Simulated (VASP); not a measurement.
**Zr: electric field gradients with PBEsol**

Crystal: Zr.

```xyz
2
Lattice="3.2320 0.0000 0.0000 -1.6160 2.7990 0.0000 0.0000 0.0000 5.2499" Properties=species:S:1:pos:R:3 pbc="T T T"
Zr    0.0000    1.8660    1.3125
Zr    1.6160    0.9330    3.9375
```

This cell differs from its parent crystal: zz strain of +2 %.

| Item | Value |
| --- | --- |
| Program | VASP 6.6.1 |
| Task | electric field gradients |
| Functional | PBEsol |
| Potentials or basis | VASP PAW PBE potentials, release 64 (Zr_sv) |
| Cutoff | 520 eV |
| k mesh | 13 × 13 × 7 |
| Occupations | fermi-dirac, width 0.08 eV |
| Spin | no spin polarisation |
| Dipole correction | no |
| Further INCAR settings | ALGO = Normal; EDIFF = 1e-08; NBANDS = 19 |

| Quantity | Value |
| --- | --- |
| Pressure | -5.0 GPa |
| Band gap on the k mesh | zero (bands 12 and 13 overlap by 1.11 eV) |
| Largest electric field gradient by atom | Zr +29.6 V/Å² |

Stress tensor (GPa, compression positive):
```
-4.62  0.00  0.00
 0.00 -4.62  0.00
 0.00  0.00 -5.75
```

Levels at points of the mesh, in eV from the Fermi level:
| k point | band 10 | band 11 | band 12 | band 13 | band 14 | band 15 |
| --- | --- | --- | --- | --- | --- | --- |
| (0.00, 0.00, 0.00) | -2.98 | 0.86 | 0.91 | 0.91 | 0.98 | 1.54 |

Electric field gradients, principal values (V/Å²):
| atom | least | middle | greatest (by size) |
| --- | --- | --- | --- |
| 1 Zr | -14.798 | -14.798 | 29.597 |
| 2 Zr | -14.798 | -14.798 | 29.597 |

Wall time 80 s on 1 thread of Intel Xeon 8259CL, with other jobs on the host, peak memory 0.2 GiB.

Caveat: the cell differs from its parent crystal (zz strain of +2 %); the cell stands under tension; without QUAD_EFG the Cq values of the log hold for a quadrupole moment of 1 mb, not for the nuclei; the PAW data sets were made with another functional, which shifts forces and pressure a little.
